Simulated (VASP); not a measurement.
# V (P6_3/mmc) in VASP: a series of runs

V is run at these levels: PBE; tasks: single point.

All numbers are computed with VASP 6.6.1; they aren't measurements. Logs are shortened: lines on timing, memory, paths and dates and some standing lists are left out, and cuts for length are marked.

**1. The cell of the first run**

It takes space group P6_3/mmc (No. 194, hexagonal). Conventional cell: a = 2.604 Å, b = 2.604 Å, c = 4.723 Å, α = 90.00°, β = 90.00°, γ = 120.00°. Within 3.4 Å of V (site symmetry -6m2) lie 12 V at 2.60 to 2.80 Å.

**2. Single point, PBE, collinear spin, ferrimagnetic start**

The input, INCAR:

```
PREC = Accurate ; ENCUT = 520
EDIFF = 1E-6 ; ISMEAR = -1
SIGMA = 0.05 ; LREAL = False
LASPH = True ; NELM = 150
ALGO = Normal ; ISIF = 2
LWAVE = False ; LCHARG = True
ISPIN = 2 ; MAGMOM = 2 -1
LORBIT = 11 ; LMAXMIX = 4
GGA = PE ; LELF = True
LVHAR = True ; NBANDS = 24
```

The input, KPOINTS:

```
regular mesh
0
Gamma
  12 12 6
```

The input, POSCAR:

```
V
1.0
    2.6042941027      0.0000000000      0.0000000000
   -1.3021470513      2.2553848518      0.0000000000
    0.0000000000      0.0000000000      4.7233360000
V
2
Direct
    0.3333333333      0.6666666667      0.2500000000
    0.6666666667      0.3333333333      0.7500000000
```

Potentials or basis: VASP PAW PBE potentials, release 64 (V_sv).

The run is started by

```
$ cat potpaw_PBE.64/V_sv/POTCAR > POTCAR
$ mpirun -np 1 vasp_std > vasp.out
```

OUTCAR:

```text
PREC = Accurate
   ENCUT = 520
   EDIFF = 1E-6
   ISMEAR = -1
   LREAL = False
   LASPH = True
   NELM = 150
   ISIF = 2
   ISPIN = 2
   LORBIT = 11
   GGA = PE

 ion  position               nearest neighbor table
   1  0.333  0.667  0.250-   2 2.80   2 2.80   2 2.80   2 2.80   2 2.80   2 2.80
   2  0.667  0.333  0.750-   1 2.80   1 2.80   1 2.80   1 2.80   1 2.80   1 2.80

  LATTYP: Found a hexagonal cell.
 ALAT       =     2.6042941027
 C/A-ratio  =     1.8136722712

  Lattice vectors:

 A1 = (   2.6042941027,   0.0000000000,   0.0000000000)
 A2 = (  -1.3021470513,   2.2553848518,   0.0000000000)
 A3 = (   0.0000000000,   0.0000000000,   4.7233360000)

Analysis of symmetry for initial positions (statically):
=====================================================================
 Subroutine PRICEL returns:
 Original cell was already a primitive cell.

 Routine SETGRP: Setting up the symmetry group for a
 hexagonal supercell.

 Subroutine GETGRP returns: Found 24 space group operations
 (whereof 12 operations were pure point group operations)
 out of a pool of 24 trial point group operations.

The static configuration has the point symmetry D_3d.
 The point group associated with its full space group is D_6h.

Analysis of symmetry for dynamics (positions and initial velocities):
=====================================================================
 Subroutine PRICEL returns:
 Original cell was already a primitive cell.

 Routine SETGRP: Setting up the symmetry group for a
 hexagonal supercell.

 Subroutine GETGRP returns: Found 24 space group operations
 (whereof 12 operations were pure point group operations)
 out of a pool of 24 trial point group operations.

The dynamic configuration has the point symmetry D_3d.
 The point group associated with its full space group is D_6h.

Analysis of structural, dynamic, and magnetic symmetry:
=====================================================================
 Subroutine PRICEL returns:
 Original cell was already a primitive cell.

 Routine SETGRP: Setting up the symmetry group for a
 hexagonal supercell.

 Subroutine GETGRP returns: Found 12 space group operations
 (whereof  6 operations were pure point group operations)
 out of a pool of 24 trial point group operations.

The overall configuration has the point symmetry C_3v.
 The point group associated with its full space group is D_3h.

 Subroutine INISYM returns: Found 12 space group operations
 (whereof  6 operations are pure point group operations),
 and found     1 'primitive' translations

----------------------------------------------------------------------------------------

                                     Primitive cell

  volume of cell :      27.7434

  direct lattice vectors                    reciprocal lattice vectors
     2.604294103  0.000000000  0.000000000     0.383981210  0.221691655  0.000000000
    -1.302147051  2.255384852  0.000000000     0.000000000  0.443383310  0.000000000
     0.000000000  0.000000000  4.723336000     0.000000000  0.000000000  0.211714771

  length of vectors
     2.604294103  2.604294103  4.723336000     0.443383310  0.443383310  0.211714771

  position of ions in fractional coordinates (direct lattice)
     0.333333333  0.666666667  0.250000000
     0.666666667  0.333333333  0.750000000

  ion indices of the primitive-cell ions
   primitive index   ion index
                 1           1
                 2           2

----------------------------------------------------------------------------------------

 KPOINTS: regular mesh

Automatic generation of k-mesh.
 Grid dimensions read from file:
 generate k-points for:   12   12    6

 Generating k-lattice:

  Cartesian coordinates                     Fractional coordinates (reciprocal lattice)
     0.031998434  0.018474305  0.000000000     0.083333333 -0.000000000  0.000000000
     0.000000000  0.036948609  0.000000000     0.000000000  0.083333333  0.000000000
     0.000000000  0.000000000  0.035285795     0.000000000  0.000000000  0.166666667

  Length of vectors
     0.036948609  0.036948609  0.035285795

  Shift w.r.t. Gamma in fractional coordinates (k-lattice)
     0.000000000  0.000000000  0.000000000

 Subroutine IBZKPT returns following result:
 ===========================================

 Found     76 irreducible k-points:

 Following reciprocal coordinates:
            Coordinates               Weight
  0.000000  0.000000  0.000000      1.000000
  0.083333 -0.000000  0.000000      6.000000
  0.166667 -0.000000  0.000000      6.000000
  0.250000 -0.000000  0.000000      6.000000
  0.333333 -0.000000  0.000000      6.000000
  0.416667 -0.000000  0.000000      6.000000
[... 16 lines left out ...]
  0.250000 -0.000000  0.166667     12.000000
  0.333333 -0.000000  0.166667     12.000000
 [... further k-points ...]
   k-points           NKPTS =     76   k-points in BZ     NKDIM =     76   number of bands    NBANDS=     24
   number of dos      NEDOS =    301   number of ions     NIONS =      2
   total plane-waves  NPLWV =  14400
   dimension x,y,z NGX =    20 NGY =   20 NGZ =   36
   dimension x,y,z NGXF=    40 NGYF=   40 NGZF=   72
   ions per type =               2
   NGX,Y,Z   is equivalent  to a cutoff of  12.77, 12.77, 12.67 a.u.
   NGXF,Y,Z  is equivalent  to a cutoff of  25.53, 25.53, 25.34 a.u.
 SYSTEM =  unknown system
   PREC   = accura    normal or accurate (medium, high low for compatibility)
   ISTART =      0    job   : 0-new  1-cont  2-samecut
   ICHARG =      2    charge: 1-file 2-atom 10-const
   ISPIN  =      2    spin polarized calculation?
   LNONCOLLINEAR =      F non collinear calculations
   LSORBIT =      F    spin-orbit coupling
   LASPH  =      T    aspherical Exc in radial PAW
   ENCUT  =  520.0 eV  38.22 Ry    6.18 a.u.   4.84  4.84  8.78*2*pi/ulx,y,z
   NELM   =    150;   NELMIN=  2; NELMDL= -5     # of ELM steps
   EDIFF  = 0.1E-05   stopping-criterion for ELM
   LREAL  =      F    real-space projection
   EDIFFG = 0.1E-04   stopping-criterion for IOM
   NSW    =      0    number of steps for IOM
   IBRION =     -1    ionic relax: 0-MD 1-quasi-New 2-CG
   NFREE  =      0    steps in history (QN), initial steepest desc. (CG)
   ISIF   =      2    stress and relaxation
   ISYM   =      2    0-nonsym 1-usesym 2-fastsym
   POTIM  = 0.5000    time-step for ionic-motion
   TEBEG  =    0.0;   TEEND  =   0.0 temperature during run
   PSTRESS=    0.0 pullay stress
   NELECT =      26.0000    total number of electrons
   NUPDOWN=      -1.0000    fix difference up-down
   EMIN   =  10.00;   EMAX   =-10.00  energy-range for DOS
   EFERMI =   0.00;   METHOD = LEGACY
   ISMEAR =    -1;   SIGMA  =   0.05  broadening in eV -4-tet -1-fermi 0-gaus
   EFERMI_NEDOS =   21; number of points for ismear=-14 and -15
   IALGO  =     38    algorithm
   IMIX   =      4    mixing-type and parameters
     AMIX     =   0.40;   BMIX     =  1.00
     AMIX_MAG =   1.60;   BMIX_MAG =  1.00
  volume/ion in A,a.u.               =      13.87        93.61
  Fermi-wavevector in a.u.,A,eV,Ry     =   1.602062  3.027459 34.920768  2.566604
  Thomas-Fermi vector in A             =   2.698942
   LORBIT       =     11    0 simple, 1 ext, 2 COOP (PROOUT), +10 PAW based schemes
   GGA     = PE    functional components
   LHFCALC =     F    Hartree Fock is set to
   AEXX    =    0.0000 exact exchange contribution
   IVDW    =     0    specifies the selected vdW correction
   LEPSILON=     F    determine dielectric tensor
   LRPA    =     F    only Hartree local field effects (RPA)
 spin polarized calculation
  energy-cutoff  :      520.00
  volume of cell :       27.74
 maximum number of plane-waves:       771
 NGX is ok and might be reduce to    20
   NGX =  9   NGY =  9   NGZ = 17

 number of electron      26.0000014 magnetization       0.0031366

 number of electron      26.0000014 magnetization      -0.0004089

 Free energy of the ion-electron system (eV)
  ---------------------------------------------------
  ext. energy  EPLUGINS =         0.00000000
  ---------------------------------------------------
  free energy    TOTEN  =       -17.49697402 eV

  energy without entropy =      -17.47099407  energy(sigma->0) =      -17.48398404

 E-fermi :   9.6973     XC(G=0): -12.7271

 val. band max:        9.6822478521   @ k =   0.1667  -0.0000   0.0000
 cond. band min:       9.7125409281   @ k =   0.3333   0.1667   0.5000
 fundamental gap:      0.0302930761
 Fermi energy:         9.6973472346

 spin component 1

 k-point     1 :       0.0000    0.0000    0.0000
  band No.  band energies     occupation
      1     -54.3260      1.00000
      2     -54.2193      1.00000
      3     -28.4261      1.00000
      4     -27.7941      1.00000
      5     -27.6564      1.00000
      6     -27.6564      1.00000
[... 16 lines left out ...]
     23      27.8630      0.00000
     24      30.0870      0.00000
[... 598 lines left out ...]
      2     -54.1251      1.00000
      3     -28.3271      1.00000
      4     -28.2534      1.00000
      5     -28.1357      1.00000
      6     -27.8438      1.00000
[... 16 lines left out ...]
     23      24.6257      0.00000
     24      26.7713      0.00000

 [... further k-points ...]

 spin component 2

 k-point     1 :       0.0000    0.0000    0.0000
  band No.  band energies     occupation
      1     -54.3262      1.00000
      2     -54.2194      1.00000
      3     -28.4263      1.00000
      4     -27.7942      1.00000
      5     -27.6566      1.00000
      6     -27.6566      1.00000
[... 16 lines left out ...]
     23      27.8629      0.00000
     24      30.0868      0.00000
[... 598 lines left out ...]
      2     -54.1252      1.00000
      3     -28.3272      1.00000
      4     -28.2535      1.00000
      5     -28.1359      1.00000
      6     -27.8439      1.00000
[... 16 lines left out ...]
     23      24.6256      0.00000
     24      26.7711      0.00000

 [... further k-points ...]
[... 5 lines left out ...]
  --------------------------------------------------------------------------------------
  -------------------------------------------------------------------------------------
  Total        0.0134085      0.0134085     -0.1852880      0.0000000      0.0000000      0.0000000
  in kB        0.7743394      0.7743394    -10.7003604      0.0000000      0.0000000      0.0000000
  external PRESSURE =      -3.0505605 kB  Pullay stress =       0.0000000 kB

 VOLUME and BASIS-vectors are now :
 -----------------------------------------------------------------------------
  energy-cutoff  :      520.00
  volume of cell :       27.74
      direct lattice vectors                 reciprocal lattice vectors
     2.604294103  0.000000000  0.000000000     0.383981210  0.221691655  0.000000000
    -1.302147051  2.255384852  0.000000000     0.000000000  0.443383310  0.000000000
     0.000000000  0.000000000  4.723336000     0.000000000  0.000000000  0.211714771

 POSITION                                       TOTAL-FORCE (eV/Angst)
 -----------------------------------------------------------------------------------
     -0.00000      1.50359      1.18083         0.000000      0.000000      0.000000
      1.30215      0.75179      3.54250        -0.000000      0.000000     -0.000000
 -----------------------------------------------------------------------------------
    total drift:                               -0.000000      0.000000      0.000000

  FREE ENERGIE OF THE ION-ELECTRON SYSTEM (eV)
  ---------------------------------------------------
  free  energy   TOTEN  =       -17.4969740203 eV

  energy  without entropy=      -17.4709940652  energy(sigma->0) =      -17.48398404

 total charge

# of ion       s       p       d       tot
------------------------------------------
    1        2.343   6.208   3.077  11.628
    2        2.343   6.208   3.077  11.628
--------------------------------------------------
tot          4.686  12.417   6.154  23.256

 magnetization (x)

# of ion       s       p       d       tot
------------------------------------------
    1        0.000   0.000   0.000   0.000
    2       -0.000  -0.000  -0.000  -0.000
--------------------------------------------------
tot         -0.000  -0.000  -0.000  -0.000
```

It took 79 s on 1 thread of Intel Xeon Platinum 8259CL at 2.50GHz (Skylake/Cascade Lake), shared host; peak memory 0.19 GiB.

Results:

```
Free energy                                           : -17.4970 eV
Pressure                                              : -0.3 GPa
Band gap on the k mesh                                : zero (filled and empty bands overlap)
Net moment                                            : 0.00 μB per cell
Valence electrons inside the program's atomic spheres : V 11.63
```

Stress tensor (GPa, compression positive):
```
 0.08  0.00  0.00
 0.00  0.08  0.00
 0.00  0.00 -1.07
```

(Part 1 of 2 ends here.)
